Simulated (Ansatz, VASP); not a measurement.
## Two plane-wave programs on Sc4Ta

```xyz
5
Lattice="6.1030 0.0000 0.0000 -3.0515 5.2854 0.0000 0.0000 0.0000 4.7057" Properties=species:S:1:pos:R:3 pbc="T T T"
Sc    3.0515    0.0000    0.0000
Sc   -1.5258    2.6427    0.0000
Sc    1.5258    2.6427    0.0000
Sc    0.0000    0.0000    0.0000
Ta    0.0000    0.0000    2.3529
```

Alike in both runs: functional PBE; k mesh 6 × 6 × 8; occupations gaussian, width 0.1 eV; no spin polarisation.

Ansatz relaxed the structure, and its values are those at the end. VASP's run is a single point on that final structure, the one shown.

```csv
,VASP,Ansatz
version,VASP 6.6.1,Ansatz 0.2.0
potentials or method,"VASP PAW PBE potentials, release 64 (Sc_sv, Ta_pv), cutoff 520 eV","scalar-relativistic, plane waves, PAW"
valence electrons in the cell,55,57
```

VASP gave:

* gap on the k mesh at the Fermi level (eV): none
* pressure (GPa): 0.1

**Question.** Which values does Ansatz return?

**Answer.** gap on the k mesh at the Fermi level (eV): none; pressure (GPa): 0.0.

A gap of «none» marks a metal or a gap that the smearing closes. VASP's potentials hold 55 valence electrons a cell and Ansatz's 57, so a difference there can come from the potentials and not from the codes.

Spin-orbit coupling is off throughout.
